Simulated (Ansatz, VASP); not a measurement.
## One calculation of Al2O3, two programs

Contents of INCAR:

```
ALGO = Normal ; EDIFF = 1E-7
ENCUT = 520 ; GGA = PE
ISIF = 2 ; ISMEAR = 0
IVDW = 12 ; LASPH = T
LCHARG = F ; LREAL = F
LWAVE = F ; NBANDS = 20
NELM = 80 ; PREC = Accurate
SIGMA = 0.05
```

KPOINTS

```
k-points
0
Gamma
  9 9 4
```

Contents of POSCAR:

```
Al2O3
1.0
    2.9416895826      0.0000000000      0.0000000000
   -1.4708447913      2.5475779086      0.0000000000
    0.0000000000      0.0000000000      7.4858055969
Al O
2 3
Direct
    0.0000000000      0.0000000000      0.1907358529
    0.0000000000      0.0000000000      0.8092641471
    0.3333333333      0.6666666667      0.3046509742
    0.6666666667      0.3333333333      0.0000000000
    0.3333333333      0.6666666667      0.6953490258
```

Input for Ansatz:

```yaml
crystal:
  lattice:
    - [2.9416895826, 0.0, 0.0]
    - [-1.4708447913, 2.5475779086, 0.0]
    - [0.0, 0.0, 7.4858055969]
  atoms:
    - { symbol: Al, position: [0.0, 0.0, 0.1907358529] }
    - { symbol: Al, position: [0.0, 0.0, 0.8092641471] }
    - { symbol: O, position: [0.3333333333, 0.6666666667, 0.3046509742] }
    - { symbol: O, position: [0.6666666667, 0.3333333333, 0.0] }
    - { symbol: O, position: [0.3333333333, 0.6666666667, 0.6953490258] }
basis:
  ecutwfc: 520.0
kpoints:
  mp_grid: { grid: [9, 9, 4] }
hamiltonian:
  xc: pbe
  pseudopotentials: { kind: paw, azcp: { folder: soft_1 } }
  dispersion: d3bj
scf:
  occupations: { method: gaussian, width: 0.05 }
output:
  forces: true
  stress: true
  eigenvalues: true
```

Alike in both runs: task single point; functional PBE; dispersion D3(BJ); k mesh 9 × 9 × 4; occupations gaussian, width 0.05 eV; no spin polarisation.

```csv
,VASP,Ansatz
version,VASP 6.6.1,Ansatz 0.2.0
potentials or method,"VASP PAW PBE potentials, release 64 (Al, O), cutoff 520 eV","scalar-relativistic, plane waves, PAW"
valence electrons in the cell,24,24
```

Ansatz gave:

```
gap on the k mesh at the Fermi level (eV)                     : 3.21
least direct gap on the mesh (eV)                             : 3.24
pressure (GPa)                                                : -19.6
traceless stress, the component that is largest in VASP (GPa) : -0.14
rms of the force components (eV/Å)                            : 1.434
```

Problem. Estimate VASP's values.

Solution. gap on the k mesh at the Fermi level (eV): 3.17; least direct gap on the mesh (eV): 3.21; pressure (GPa): -19.5; traceless stress, the component that is largest in VASP (GPa): -0.37; rms of the force components (eV/Å): 1.440.

Atom by atom the forces differ by 0.006 eV/Å (rms over components).
